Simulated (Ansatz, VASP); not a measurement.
**Ca in VASP and in Ansatz**

The input INCAR:

```
SYSTEM = Ca
  PREC = Accurate
  ENCUT = 520
  EDIFF = 1E-6
  ISMEAR = 0
  SIGMA = 0.15
  LREAL = .False.
  LASPH = .True.
  NELM = 100
  ALGO = Fast
  ISIF = 2
  LWAVE = .False.
  LCHARG = .False.
  GGA = PS
  NBANDS = 17
```

The input KPOINTS:

```
Automatic mesh
0
Gamma
  12 12 8
  0 0 0
```

Contents of POSCAR:

```
Ca
1.0
    3.9799995206      0.0000000000      0.0000000000
   -1.9899997603      3.4467806919      0.0000000000
    0.0000000000      0.0000000000      6.5200000000
Ca
2
Direct
    0.3333333333      0.6666666667      0.2346625767
    0.6666666667      0.3333333333      0.7500000000
```

Input for Ansatz:

```yaml
crystal:
  lattice:
    - [3.9799995206, 0.0, 0.0]
    - [-1.9899997603, 3.4467806919, 0.0]
    - [0.0, 0.0, 6.52]
  atoms:
    - { symbol: Ca, position: [0.3333333333, 0.6666666667, 0.2346625767] }
    - { symbol: Ca, position: [0.6666666667, 0.3333333333, 0.75] }
basis:
  ecutwfc: 420
kpoints:
  mp_grid: { grid: [12, 12, 8] }
hamiltonian:
  xc: pbesol
scf:
  occupations: { method: gaussian, width: 0.15 }
output:
  forces: true
  stress: true
  eigenvalues: true
```

Alike in both runs: task single point; functional PBEsol; k mesh 12 × 12 × 8; occupations gaussian, width 0.15 eV; no spin polarisation.

```csv
,VASP,Ansatz
version,VASP 6.6.1,Ansatz 0.2.0
potentials or method,"VASP PAW PBE potentials, release 64 (Ca_sv), cutoff 520 eV","scalar-relativistic, plane waves, PAW"
valence electrons in the cell,20,20
```

```tsv
	VASP	Ansatz	Ansatz less VASP
gap on the k mesh at the Fermi level (eV)	none	none	-
pressure (GPa)	-1.4	-1.4	0.00
traceless stress, the component that is largest in VASP (GPa)	0.05	0.05	-0.001
rms of the force components (eV/Å)	0.076	0.075	-0.0004
```

VASP's potentials were made for PBE, not for PBEsol. Atom by atom the forces differ by 0.000 eV/Å (rms over components). A gap of «none» marks a metal or a gap that the smearing closes. The functional is the same, so the differences come from potentials, cutoffs and numerics.
